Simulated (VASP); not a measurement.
Bi2Te2O:

```
Bi Te O
1.0
    -2.10318    2.10318    6.71802
     2.10318   -2.10318    6.71802
     2.10318    2.10318   -6.71802
Bi Te O
2 2 1
Direct
  0.86153 0.86153 0.00000
  0.13847 0.13847 0.00000
  0.65231 0.65231 0.00000
  0.34769 0.34769 0.00000
  0.00000 0.00000 0.00000
```

The cell was generated, and may not be a known phase.

| Quantity | Value |
| --- | --- |
| Program | VASP 6.6.1 |
| Task | relaxation of cell and atoms |
| Functional | PBE |
| Potentials or basis | VASP PAW PBE potentials, release 64 (Bi_d, Te, O) |
| Cutoff | 600 eV |
| k mesh | 4 × 4 × 4 |
| Occupations | gaussian, width 0.15 eV |
| Spin | no spin polarisation |

At the start: pressure 32.8 GPa; volume 23.77 Å³/atom.

**Question.** Where does the relaxation end?

**Answer.** Over 27 steps the energy falls by 784.5 meV/atom and the volume is 32.74 Å³/atom (+37.7 %); space group I4/mmm (No. 139, to 0.1 Å) before and after.

Step by step:
```
step  energy change (eV)  largest force (eV/Å)  pressure (GPa)  volume (Å³)
   1              0.0000                3.8131           32.76       118.86
   2              0.9774                1.3601           -7.74       217.99
   3             -3.1700                2.0619           -0.24       152.22
   4             -3.2748                1.9593            1.41       148.16
   5             -3.3128                1.7663            3.71       143.55
   6             -3.3136                1.7931            3.42       144.07
   7             -3.7039                0.9317           -0.97       158.41
   8             -3.7048                0.8888           -1.08       159.06
   9             -3.7642                0.1887            0.39       156.23
  10             -3.7654                0.1030            0.65       155.79
  11             -3.8062                0.1068            0.50       155.92
  12             -3.8138                0.1729            0.50       155.99
  13             -3.8138                0.1639            0.50       155.99
  14             -3.8211                0.1861            0.13       157.57
  15             -3.8250                0.2128           -0.35       159.82
  16             -3.8315                0.2109           -0.13       159.89
  17             -3.8377                0.3095            0.31       160.04
  18             -3.8398                0.3075            0.32       160.13
  19             -3.8463                0.3027            0.32       160.40
  20             -3.8581                0.2994            0.34       160.94
  21             -3.8780                0.3124            0.39       162.00
  22             -3.8973                0.4438            0.49       164.02
  23             -3.9049                0.1597           -0.20       165.24
  24             -3.9050                0.1575           -0.14       165.10
  25             -3.9076                0.1498           -0.14       164.96
  26             -3.9142                0.1256           -0.11       164.53
  27             -3.9226                0.0642           -0.04       163.68
```

Final structure:
```
CELL_PARAMETERS angstrom
-2.22223 2.22223 8.28603
2.22223 -2.22223 8.28603
2.22223 2.22223 -8.28603
ATOMIC_POSITIONS crystal
Bi 0.87462 0.87462 0.00000
Bi 0.12538 0.12538 0.00000
Te 0.66041 0.66041 0.00000
Te 0.33959 0.33959 0.00000
O 0.00000 0.00000 0.00000
```

Caveat: the volume moved by over 15 % at a fixed basis, so the end points are rough; the relaxation stopped at a loose force limit of 0.08 eV/Å, so its end isn't a converged minimum.
